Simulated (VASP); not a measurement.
A run of VASP 6.6.1 is set up as follows.

INCAR

```
PREC = Accurate ; ENCUT = 520
EDIFF = 1E-7 ; ISMEAR = 0
SIGMA = 0.05 ; LREAL = False
LASPH = True ; NELM = 150
ALGO = Normal ; ISIF = 2
LWAVE = False ; LCHARG = False
ISPIN = 2 ; MAGMOM = 4.02
LORBIT = 11 ; LMAXMIX = 6
GGA = PE ; NBANDS = 17
```

KPOINTS

```
regular mesh
0
Gamma
  14 14 14
```

The input POSCAR:

```
Nd
1.0
   -2.0939243536      2.0939243536      2.0939243536
    2.0939243536     -2.0939243536      2.0939243536
    2.0939243536      2.0939243536     -2.0939243536
Nd
1
Direct
    0.0000000000      0.0000000000      0.0000000000
```

Potentials or basis: VASP PAW PBE potentials, release 64 (Nd).

Run with:

```sh
$ cat potpaw_PBE.64/Nd/POTCAR > POTCAR
$ mpirun -np 1 vasp_std > vasp.out
```

Q: Estimate the site moments.

A: Nd +3.33 μB.

Q: What does it give for the pressure?

A: -0.3 GPa.

Caveat: the magnetic or orbital state may not be the lowest. The state reached can hang on the start; a lower one may exist.
